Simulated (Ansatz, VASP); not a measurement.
AgCl: VASP beside Ansatz

The input INCAR:

```
ALGO = Normal
EDIFF = 1E-6
ENCUT = 520
GGA = PE
ISIF = 2
ISMEAR = 0
LASPH = True
LCHARG = False
LREAL = False
LWAVE = False
NBANDS = 26
NELM = 100
PREC = Accurate
SIGMA = 0.05
```

The input KPOINTS:

```
k-points
0
Gamma
  8 8 8
```

Contents of POSCAR:

```
AgCl
1.0
    3.7418194060      0.0000000000      0.0000000000
    0.0000000000      0.0000000000     -3.9240373500
   -1.8709097030      5.5565952358      0.0000000000
Ag Cl
2 2
Direct
    0.6034446000      0.2500000000      0.2068892000
    0.3965554000      0.7500000000      0.7931108000
    0.1345512700      0.7500000000      0.2691025400
    0.8654487300      0.2500000000      0.7308974600
```

Input for Ansatz:

```yaml
crystal:
  lattice:
    - [3.741819406, 0.0, 0.0]
    - [0.0, 0.0, -3.92403735]
    - [-1.870909703, 5.5565952358, 0.0]
  atoms:
    - { symbol: Ag, position: [0.6034446, 0.25, 0.2068892] }
    - { symbol: Ag, position: [0.3965554, 0.75, 0.7931108] }
    - { symbol: Cl, position: [0.13455127, 0.75, 0.26910254] }
    - { symbol: Cl, position: [0.86544873, 0.25, 0.73089746] }
basis:
  ecutwfc: 420
  fft_grid_basis: typed
kpoints:
  mp_grid: { grid: [8, 8, 8] }
hamiltonian:
  xc: pbe
  pseudopotentials: { kind: paw }
scf:
  occupations: { method: gaussian, width: 0.05 }
output:
  forces: true
  stress: true
  eigenvalues: true
  bader: true
  write_density: true
  volumetric_format: npy
  elf: true
```

Alike in both runs: task single point; functional PBE; k mesh 8 × 8 × 8; occupations gaussian, width 0.05 eV; no spin polarisation.

```csv
,VASP,Ansatz
version,VASP 6.6.1,Ansatz 0.2.0
potentials or method,"VASP PAW PBE potentials, release 64 (Ag, Cl), cutoff 520 eV","scalar-relativistic, plane waves, PAW"
valence electrons in the cell,36,52
```

|  | VASP | Ansatz | Ansatz less VASP |
| --- | --- | --- | --- |
| gap on the k mesh at the Fermi level (eV) | 0.46 | 0.46 | 0.000 |
| pressure (GPa) | 1.6 | 1.7 | +0.14 |
| traceless stress, the component that is largest in VASP (GPa) | 0.11 | 0.07 | -0.045 |
| rms of the force components (eV/Å) | 0.006 | 0.006 | +0.0003 |

Atom by atom the forces differ by 0.002 eV/Å (rms over components). VASP's potentials hold 36 valence electrons a cell and Ansatz's 52, so a difference there can come from the potentials and not from the codes.
